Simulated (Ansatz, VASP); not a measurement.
**TiO2 in VASP and in Ansatz**

```xyz
18
Lattice="2.9390 0.0000 0.0000 0.0000 4.5912 0.0000 0.0000 0.0000 16.2739" Properties=species:S:1:pos:R:3 pbc="T T T"
O     1.4695    0.8979    1.5000
O     1.4695    3.6934    3.2957
O     0.0000    1.3978    3.7956
O     0.0000    3.1935    5.5914
O     1.4695    0.8979    6.0912
O     1.4695    3.6934    7.8870
O     0.0000    1.3978    8.3869
O     0.0000    3.1935   10.1826
O     1.4695    0.8979   10.6825
O     1.4695    3.6934   12.4782
O     0.0000    1.3978   12.9781
O     0.0000    3.1935   14.7739
Ti    0.0000    0.0000    2.3979
Ti    1.4695    2.2956    4.6935
Ti    0.0000    0.0000    6.9891
Ti    1.4695    2.2956    9.2847
Ti    0.0000    0.0000   11.5804
Ti    1.4695    2.2956   13.8760
```

Alike in both runs: task single point; functional PBEsol; k mesh 9 × 6 × 1; occupations gaussian, width 0.05 eV; no spin polarisation.

|  | VASP | Ansatz |
| --- | --- | --- |
| version | VASP 6.6.1 | Ansatz 0.2.0 |
| potentials or method | VASP PAW PBE potentials, release 64 (O, Ti_sv), cutoff 520 eV | scalar-relativistic, plane waves, PAW |
| valence electrons in the cell | 144 | 144 |

Ansatz gave:

- gap on the k mesh at the Fermi level (eV): 2.08
- least direct gap on the mesh (eV): 2.08
- rms of the force components (eV/Å): 0.897

Question: Estimate VASP's values.

Answer: gap on the k mesh at the Fermi level (eV): 2.05; least direct gap on the mesh (eV): 2.05; rms of the force components (eV/Å): 0.888.

VASP's potentials were made for PBE, not for PBEsol. With one functional, cell and mesh, what is left measures potentials, basis and numerics. Ansatz's warnings: vacuum density over bound.
